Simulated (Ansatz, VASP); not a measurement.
## One calculation of KTaO3, two programs

```xyz
5
Lattice="3.5534 0.0000 0.0000 0.0000 3.5534 0.0000 0.0000 0.0000 5.0244" Properties=species:S:1:pos:R:3 pbc="T T T"
K     1.7767    1.7767    2.5122
Ta    0.0000    0.0000    0.0000
O     1.7767    0.0000    0.0000
O     0.0000    1.7767    0.0000
O     0.0000    0.0000    2.5122
```

Alike in both runs: task single point; functional PBEsol; k mesh 8 × 8 × 8; occupations gaussian, width 0.05 eV; no spin polarisation.

|  | VASP | Ansatz |
| --- | --- | --- |
| version | VASP 6.6.1 | Ansatz 0.2.0 |
| potentials or method | VASP PAW PBE potentials, release 64 (K_sv, Ta_pv, O), cutoff 520 eV | scalar-relativistic, plane waves, PAW |
| valence electrons in the cell | 38 | 40 |

VASP gave:

| Item | Value |
| --- | --- |
| gap on the k mesh at the Fermi level (eV) | 1.06 |
| least direct gap on the mesh (eV) | 1.06 |

Which values does Ansatz return?

gap on the k mesh at the Fermi level (eV): 1.09; least direct gap on the mesh (eV): 1.09.

VASP's potentials were made for PBE, not for PBEsol. VASP's potentials hold 38 valence electrons a cell and Ansatz's 40, so a difference there can come from the potentials and not from the codes.

Spin-orbit coupling is off throughout.
